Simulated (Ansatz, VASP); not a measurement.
## HfO2 in VASP and in Ansatz

```
Hf O
1.0
     4.83830    0.00000    0.00000
     0.00000    4.83830    0.00000
     0.00000    0.00000    3.21999
Hf O
2 4
Direct
  0.00000 0.00000 0.00000
  0.50000 0.50000 0.50000
  0.19495 0.80505 0.50000
  0.30505 0.30505 0.00000
  0.69495 0.69495 0.00000
  0.80505 0.19495 0.50000
```

Alike in both runs: task single point; functional PBEsol; k mesh 4 × 4 × 6; no spin polarisation.

```csv
,VASP,Ansatz
version,VASP 6.6.1,Ansatz 0.2.0
potentials or method,"VASP PAW PBE potentials, release 64 (Hf_pv, O)","plane waves, PAW"
plane-wave cutoff (eV),520,420
occupations,"gaussian, width 0.01 eV",fixed
valence electrons in the cell,44,76
```

Ansatz gave:

```
gap on the k mesh at the Fermi level (eV)                     : 3.87
pressure (GPa)                                                : -1.5
traceless stress, the component that is largest in VASP (GPa) : -0.56
rms of the force components (eV/Å)                            : 0.013
```

Task: What did VASP give for the same quantities?

Result: gap on the k mesh at the Fermi level (eV): 3.81; pressure (GPa): -4.2; traceless stress, the component that is largest in VASP (GPa): -0.99; rms of the force components (eV/Å): 0.035.

VASP's potentials were made for PBE, not for PBEsol. Atom by atom the forces differ by 0.022 eV/Å (rms over components). VASP's potentials hold 44 valence electrons a cell and Ansatz's 76, so a difference there can come from the potentials and not from the codes.

Neither program's run includes spin-orbit coupling.
